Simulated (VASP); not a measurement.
BaS, 2 atoms in the cell. The structure is cubic, space group Fm-3m (No. 225). The conventional cell has a = 6.335 Å, b = 6.335 Å, c = 6.335 Å, α = 90.00°, β = 90.00°, γ = 90.00°. Within 4.2 Å of Ba (site symmetry m-3m) lie 6 S at 3.17 Å. S (site symmetry m-3m) has 6 Ba at 3.17 Å within 4.2 Å.  This cell differs from its parent crystal: strained.

| Property | Result |
| --- | --- |
| Program | VASP 6.6.1 |
| Task | single point |
| Functional | PBEsol |
| Potentials or basis | VASP PAW PBE potentials, release 64 (Ba_sv, S) |
| Cutoff | 520 eV |
| k mesh | 8 × 8 × 8 |
| Occupations | gaussian, width 0.02 eV |
| Spin | no spin polarisation |
| Dipole correction | no |
| Further INCAR settings | ALGO = Normal; EDIFF = 1e-06; NBANDS = 15 |

Potentials or basis: VASP PAW PBE potentials, release 64 (Ba_sv, S).

Launch:

```sh
$ cat potpaw_PBE.64/Ba_sv/POTCAR potpaw_PBE.64/S/POTCAR > POTCAR
$ mpirun -np 1 vasp_std > vasp.out
```

Hardware: 1 thread of Intel(R) Xeon(R) 6975P-C (Granite Rapids), with other jobs on the host.

Q: How long does it take, and how much memory?

A: Run time: 11 s on 1 thread of Intel(R) Xeon(R) 6975P-C (Granite Rapids), on a shared host, peak memory 0.2 GiB. Counts: scf iterations 12, k points 29.
